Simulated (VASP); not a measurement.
Input of a VASP 6.6.1 run:

The input INCAR:

```
SYSTEM = WI6
PREC = Accurate
ENCUT = 520
EDIFF = 1E-6
ISMEAR = 0
SIGMA = 0.01
LREAL = .False.
LASPH = .True.
NELM = 60
ALGO = Normal
ISIF = 2
LWAVE = .False.
LCHARG = .False.
GGA = PE
NBANDS = 37
```

KPOINTS

```
Automatic mesh
0
Gamma
  6 6 6
  0 0 0
```

Contents of POSCAR:

```
WI6
1.0
    0.0000000000      5.8978921514      5.8978921514
    5.8978921514      0.0000000000      5.8978921514
    5.8978921514      5.8978921514      0.0000000000
W I
1 6
Direct
    0.0000000000      0.0000000000      0.0000000000
    0.7701397794      0.2298602206      0.2298602206
    0.2298602206      0.7701397794      0.7701397794
    0.2298602206      0.7701397794      0.2298602206
    0.7701397794      0.2298602206      0.7701397794
    0.2298602206      0.2298602206      0.7701397794
    0.7701397794      0.7701397794      0.2298602206
```

Potentials or basis: VASP PAW PBE potentials, release 64 (W_sv, I).

Command:

```sh
$ cat potpaw_PBE.64/W_sv/POTCAR potpaw_PBE.64/I/POTCAR > POTCAR
$ mpirun -np 1 vasp_std > vasp.out
```

Question: Predict the band gap on the k mesh.

Answer: 0.28 eV (least direct gap 0.29 eV).

Question: Estimate the pressure.

Answer: -0.1 GPa.

Caveat: spin-orbit coupling is left out, which moves the levels of the heavy elements. A k mesh can miss the band edges.
